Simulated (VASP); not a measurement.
# Hg (Im-3m) in VASP: notebook

Hg is run at these levels: PBE; tasks: single point.

All numbers are computed with VASP 6.6.1; they aren't measurements. Logs are shortened: lines on timing, memory, paths and dates and some standing lists are left out, and cuts for length are marked.

### Step 1. The cell of the first run

Symmetry: Im-3m, No. 229, cubic system. Conventional cell: a = 3.874 Å, b = 3.874 Å, c = 3.874 Å, α = 90.00°, β = 90.00°, γ = 90.00°. Hg (site symmetry m-3m) has 14 Hg at 3.35 to 3.87 Å within 4.4 Å.

### Step 2. Single point, PBE

File INCAR:

```
SYSTEM = Hg
  PREC = Accurate
  ENCUT = 520
  EDIFF = 1E-7
  ISMEAR = -1
  SIGMA = 0.1
  LREAL = .False.
  LASPH = .True.
  NELM = 80
  ALGO = Normal
  ISIF = 2
  LWAVE = .False.
  LCHARG = .True.
  GGA = PE
  LELF = .True.
  LVHAR = .True.
  NBANDS = 12
```

File KPOINTS:

```
regular mesh
0
Gamma
  19 19 19
  0 0 0
```

File POSCAR:

```
Hg
1.0
   -1.9370000195      1.9370000195      1.9370000195
    1.9370000195     -1.9370000195      1.9370000195
    1.9370000195      1.9370000195     -1.9370000195
Hg
1
Direct
    0.0000000000      0.0000000000      0.0000000000
```

Potentials or basis: VASP PAW PBE potentials, release 64 (Hg).

On the command line:

```
$ cat potpaw_PBE.64/Hg/POTCAR > POTCAR
$ mpirun -np 1 vasp_std > vasp.out
```

OUTCAR:

```text
SYSTEM = Hg
   PREC = Accurate
   ENCUT = 520
   EDIFF = 1E-7
   ISMEAR = -1
   LREAL = .False.
   LASPH = .True.
   NELM = 80
   ISIF = 2
   GGA = PE

 ion  position               nearest neighbor table
   1  0.000  0.000  0.000-

  LATTYP: Found a body centered cubic cell.
 ALAT       =     3.8740000390

  Lattice vectors:

 A1 = (  -1.9370000195,   1.9370000195,   1.9370000195)
 A2 = (   1.9370000195,  -1.9370000195,   1.9370000195)
 A3 = (   1.9370000195,   1.9370000195,  -1.9370000195)

Analysis of symmetry for initial positions (statically):
=====================================================================
 Subroutine PRICEL returns:
 Original cell was already a primitive cell.

 Routine SETGRP: Setting up the symmetry group for a
 body centered cubic supercell.

 Subroutine GETGRP returns: Found 48 space group operations
 (whereof 48 operations were pure point group operations)
 out of a pool of 48 trial point group operations.

The static configuration has the point symmetry O_h .

Analysis of symmetry for dynamics (positions and initial velocities):
=====================================================================
 Subroutine PRICEL returns:
 Original cell was already a primitive cell.

 Routine SETGRP: Setting up the symmetry group for a
 body centered cubic supercell.

 Subroutine GETGRP returns: Found 48 space group operations
 (whereof 48 operations were pure point group operations)
 out of a pool of 48 trial point group operations.

The dynamic configuration has the point symmetry O_h .

 Subroutine INISYM returns: Found 48 space group operations
 (whereof 48 operations are pure point group operations),
 and found     1 'primitive' translations

----------------------------------------------------------------------------------------

                                     Primitive cell

  volume of cell :      29.0703

  direct lattice vectors                    reciprocal lattice vectors
    -1.937000019  1.937000019  1.937000019     0.000000000  0.258131128  0.258131128
     1.937000019 -1.937000019  1.937000019     0.258131128  0.000000000  0.258131128
     1.937000019  1.937000019 -1.937000019     0.258131128  0.258131128  0.000000000

  length of vectors
     3.354982448  3.354982448  3.354982448     0.365052542  0.365052542  0.365052542

  position of ions in fractional coordinates (direct lattice)
     0.000000000  0.000000000  0.000000000

  ion indices of the primitive-cell ions
   primitive index   ion index
                 1           1

----------------------------------------------------------------------------------------

 KPOINTS: regular mesh

Automatic generation of k-mesh.
 Grid dimensions read from file:
 generate k-points for:   19   19   19

 Generating k-lattice:

  Cartesian coordinates                     Fractional coordinates (reciprocal lattice)
     0.000000000  0.013585849  0.013585849     0.052631579  0.000000000  0.000000000
     0.013585849  0.000000000  0.013585849     0.000000000  0.052631579  0.000000000
     0.013585849  0.013585849  0.000000000     0.000000000  0.000000000  0.052631579

  Length of vectors
     0.019213292  0.019213292  0.019213292

  Shift w.r.t. Gamma in fractional coordinates (k-lattice)
     0.000000000  0.000000000  0.000000000

 Subroutine IBZKPT returns following result:
 ===========================================

 Found    220 irreducible k-points:

 Following reciprocal coordinates:
            Coordinates               Weight
  0.000000  0.000000  0.000000      1.000000
  0.052632  0.000000  0.000000     12.000000
  0.105263  0.000000  0.000000     12.000000
  0.157895  0.000000  0.000000     12.000000
  0.210526  0.000000  0.000000     12.000000
  0.263158  0.000000  0.000000     12.000000
[... 16 lines left out ...]
  0.263158  0.105263  0.000000     48.000000
  0.315789  0.105263 -0.000000     48.000000
 [... further k-points ...]
   k-points           NKPTS =    220   k-points in BZ     NKDIM =    220   number of bands    NBANDS=     12
   number of dos      NEDOS =    301   number of ions     NIONS =      1
   total plane-waves  NPLWV =  21952
   dimension x,y,z NGX =    28 NGY =   28 NGZ =   28
   dimension x,y,z NGXF=    56 NGYF=   56 NGZF=   56
   ions per type =               1
   NGX,Y,Z   is equivalent  to a cutoff of  13.87, 13.87, 13.87 a.u.
   NGXF,Y,Z  is equivalent  to a cutoff of  27.75, 27.75, 27.75 a.u.
 SYSTEM =  Hg
   PREC   = accura    normal or accurate (medium, high low for compatibility)
   ISTART =      0    job   : 0-new  1-cont  2-samecut
   ICHARG =      2    charge: 1-file 2-atom 10-const
   ISPIN  =      1    spin polarized calculation?
   LNONCOLLINEAR =      F non collinear calculations
   LSORBIT =      F    spin-orbit coupling
   LASPH  =      T    aspherical Exc in radial PAW
   ENCUT  =  520.0 eV  38.22 Ry    6.18 a.u.   6.24  6.24  6.24*2*pi/ulx,y,z
   NELM   =     80;   NELMIN=  2; NELMDL= -5     # of ELM steps
   EDIFF  = 0.1E-06   stopping-criterion for ELM
   LREAL  =      F    real-space projection
   EDIFFG = 0.1E-05   stopping-criterion for IOM
   NSW    =      0    number of steps for IOM
   IBRION =     -1    ionic relax: 0-MD 1-quasi-New 2-CG
   NFREE  =      0    steps in history (QN), initial steepest desc. (CG)
   ISIF   =      2    stress and relaxation
   ISYM   =      2    0-nonsym 1-usesym 2-fastsym
   POTIM  = 0.5000    time-step for ionic-motion
   TEBEG  =    0.0;   TEEND  =   0.0 temperature during run
   PSTRESS=    0.0 pullay stress
   NELECT =      12.0000    total number of electrons
   NUPDOWN=      -1.0000    fix difference up-down
   EMIN   =  10.00;   EMAX   =-10.00  energy-range for DOS
   EFERMI =   0.00;   METHOD = LEGACY
   ISMEAR =    -1;   SIGMA  =   0.10  broadening in eV -4-tet -1-fermi 0-gaus
   EFERMI_NEDOS =   21; number of points for ismear=-14 and -15
   IALGO  =     38    algorithm
   IMIX   =      4    mixing-type and parameters
     AMIX     =   0.40;   BMIX     =  1.00
     AMIX_MAG =   1.60;   BMIX_MAG =  1.00
  volume/ion in A,a.u.               =      29.07       196.18
  Fermi-wavevector in a.u.,A,eV,Ry     =   1.218949  2.303480 20.216043  1.485837
  Thomas-Fermi vector in A             =   2.354218
   LORBIT       =      0    0 simple, 1 ext, 2 COOP (PROOUT), +10 PAW based schemes
   GGA     = PE    functional components
   LHFCALC =     F    Hartree Fock is set to
   AEXX    =    0.0000 exact exchange contribution
   IVDW    =     0    specifies the selected vdW correction
   LEPSILON=     F    determine dielectric tensor
   LRPA    =     F    only Hartree local field effects (RPA)
 non-spin polarized calculation
  energy-cutoff  :      520.00
  volume of cell :       29.07
 maximum number of plane-waves:       794
 NGX is ok and might be reduce to    28
   NGX = 13   NGY = 13   NGZ = 13

 number of electron      11.9999999 magnetization

 Free energy of the ion-electron system (eV)
  ---------------------------------------------------
  ext. energy  EPLUGINS =         0.00000000
  ---------------------------------------------------
  free energy    TOTEN  =        -0.18373321 eV

  energy without entropy =       -0.17752589  energy(sigma->0) =       -0.18062955

 E-fermi :   1.2503     XC(G=0):  -9.7353

 val. band max:        1.2064800681   @ k =   0.4211   0.1053   0.0526
 cond. band min:       1.2726560985   @ k =   0.4211   0.1053  -0.0000
 fundamental gap:      0.0661760304
 Fermi energy:         1.2503053013

 k-point     1 :       0.0000    0.0000    0.0000
  band No.  band energies     occupation
      1      -6.2216      2.00000
      2      -5.2415      2.00000
      3      -5.2415      2.00000
      4      -5.2415      2.00000
      5      -4.6492      2.00000
      6      -4.6492      2.00000
      7      14.9224      0.00000
      8      14.9224      0.00000
      9      14.9224      0.00000
     10      15.7561      0.00000
     11      15.7561      0.00000
     12      15.7561      0.00000

 k-point     2 :       0.0526    0.0000    0.0000
  band No.  band energies     occupation
      1      -6.1588      2.00000
      2      -5.2497      2.00000
      3      -5.2370      2.00000
      4      -5.2172      2.00000
      5      -4.6579      2.00000
      6      -4.6489      2.00000
      7      14.1637      0.00000
      8      14.6631      0.00000
      9      14.7231      0.00000
     10      15.5288      0.00000
     11      15.7250      0.00000
     12      15.7406      0.00000

 k-point     3 :       0.1053    0.0000    0.0000
  band No.  band energies     occupation
      1      -5.9795      2.00000
      2      -5.2732      2.00000
      3      -5.2167      2.00000
      4      -5.1460      2.00000
      5      -4.6803      2.00000
      6      -4.6481      2.00000
      7      12.5101      0.00000
      8      14.0182      0.00000
      9      14.1538      0.00000
     10      15.2067      0.00000
     11      15.6427      0.00000
     12      15.8856      0.00000
[... 286 lines left out ...]
 k-point    23 :       0.2632    0.1053    0.0000
  band No.  band energies     occupation
      1      -5.5363      2.00000
      2      -5.4022      2.00000
      3      -4.7606      2.00000
      4      -4.7276      2.00000
      5      -4.6005      2.00000
      6      -3.2991      2.00000
      7       5.4083      0.00000
      8       9.3257      0.00000
      9      11.2055      0.00000
     10      15.0553      0.00000
     11      16.7587      0.00000
     12      17.2994      0.00000

 k-point    24 :       0.3158    0.1053   -0.0000
  band No.  band energies     occupation
      1      -5.5878      2.00000
      2      -5.4443      2.00000
      3      -4.7378      2.00000
      4      -4.6698      2.00000
      5      -4.4939      2.00000
      6      -2.4618      2.00000
      7       3.8720      0.00000
      8       8.8344      0.00000
      9      10.8025      0.00000
     10      14.9293      0.00000
     11      16.6379      0.00000
     12      17.9744      0.00000

 [... further k-points ...]
[... 5 lines left out ...]
  --------------------------------------------------------------------------------------
  -------------------------------------------------------------------------------------
  Total        0.0165204      0.0165204      0.0165204      0.0000000      0.0000000     -0.0000000
  in kB        0.9105052      0.9105052      0.9105052      0.0000000      0.0000000     -0.0000000
  external PRESSURE =       0.9105052 kB  Pullay stress =       0.0000000 kB

 VOLUME and BASIS-vectors are now :
 -----------------------------------------------------------------------------
  energy-cutoff  :      520.00
  volume of cell :       29.07
      direct lattice vectors                 reciprocal lattice vectors
    -1.937000019  1.937000019  1.937000019     0.000000000  0.258131128  0.258131128
     1.937000019 -1.937000019  1.937000019     0.258131128  0.000000000  0.258131128
     1.937000019  1.937000019 -1.937000019     0.258131128  0.258131128  0.000000000

 POSITION                                       TOTAL-FORCE (eV/Angst)
 -----------------------------------------------------------------------------------
      0.00000      0.00000      0.00000         0.000000     -0.000000     -0.000000
 -----------------------------------------------------------------------------------
    total drift:                               -0.000000     -0.000000     -0.000000

  FREE ENERGIE OF THE ION-ELECTRON SYSTEM (eV)
  ---------------------------------------------------
  free  energy   TOTEN  =        -0.1837332071 eV

  energy  without entropy=       -0.1775258904  energy(sigma->0) =       -0.18062955
```

Run time: 83 s. Hardware: 1 thread of Intel Xeon Platinum 8259CL at 2.50GHz (Skylake/Cascade Lake), shared host; peak memory 0.21 GiB.

What came out:

* Free energy: -0.1837 eV
* Pressure: 0.1 GPa
* Band gap on the k mesh: zero (bands 6 and 7 overlap by 2.05 eV)

Caveat: spin-orbit coupling is left out, which moves the levels of the heavy elements.

### Step 3. Single point, PBE (29.07 Å³/atom)

File INCAR:

```
PREC = Accurate ; ENCUT = 520
EDIFF = 1E-7 ; ISMEAR = -1
SIGMA = 0.1 ; LREAL = False
LASPH = True ; NELM = 100
ALGO = Normal ; ISIF = 2
LWAVE = False ; LCHARG = True
GGA = PE ; LELF = True
LVHAR = True ; NBANDS = 12
```

File KPOINTS:

```
Automatic mesh
0
Gamma
  19 19 19
```

POSCAR is that of step 2.

Potentials or basis: VASP PAW PBE potentials, release 64 (Hg).

On the command line:

```
$ cat potpaw_PBE.64/Hg/POTCAR > POTCAR
$ mpirun -np 1 vasp_std > vasp.out
```

Run time: 80 s. Hardware: 1 thread of Intel Xeon Platinum 8259CL at 2.50GHz (Skylake/Cascade Lake), shared host; peak memory 0.21 GiB.

The run converged. Its results:

- Free energy: -0.1837 eV
- Pressure: 0.1 GPa
- Band gap on the k mesh: zero (bands 6 and 7 overlap by 2.05 eV)

Levels at points of the mesh, in eV from the Fermi level:
```
           k point  band 4  band 5  band 6  band 7  band 8  band 9
(0.00, 0.00, 0.00)   -6.49   -5.90   -5.90   13.67   13.67   13.67
```

Caveat: spin-orbit coupling is left out, which moves the levels of the heavy elements.

### Step 4. Single point, PBE (30.23 Å³/atom)

This run uses another cell than the first one, of 30.23 Å³/atom.

File INCAR:

```
PREC     = Accurate       # precision mode
ENCUT    = 520            # plane-wave cutoff, eV
EDIFF    = 1E-6           # SCF threshold, eV
ISMEAR   = -1             # smearing method
SIGMA    = 0.1            # smearing width, eV
LREAL    = False          # projectors in reciprocal space
LASPH    = True           # aspherical terms in the spheres
NELM     = 80             # most SCF steps
ALGO     = Normal         # electronic algorithm
ISIF     = 2              # what is computed and relaxed
LWAVE    = False          # write WAVECAR
LCHARG   = False          # write CHGCAR
GGA      = PE             # functional
NBANDS   = 12             # bands
```

KPOINTS is that of step 3.

File POSCAR:

```
Hg
1.0
   -1.9624897850      1.9624897850      1.9624897850
    1.9624897850     -1.9624897850      1.9624897850
    1.9624897850      1.9624897850     -1.9624897850
Hg
1
Direct
    0.0000000000      0.0000000000      0.0000000000
```

On the command line:

```
$ cat potpaw_PBE.64/Hg/POTCAR > POTCAR
$ mpirun -np 1 vasp_std > vasp.out
```

It took 74 s on 1 thread of Intel Xeon Platinum 8259CL at 2.50GHz (Skylake/Cascade Lake), shared host; peak memory 0.21 GiB.

The run converged. Its results:

| Property | Result |
| --- | --- |
| Free energy | -0.1837 eV |
| Pressure | -0.2 GPa |
| Band gap on the k mesh | zero (bands 6 and 7 overlap by 1.72 eV) |

Levels at points of the mesh, in eV from the Fermi level:
| k point | band 4 | band 5 | band 6 | band 7 | band 8 | band 9 |
| --- | --- | --- | --- | --- | --- | --- |
| (0.00, 0.00, 0.00) | -6.44 | -5.89 | -5.89 | 13.19 | 13.19 | 13.19 |

Caveat: spin-orbit coupling is left out, which moves the levels of the heavy elements.

(Continued in part 2 of 2.)
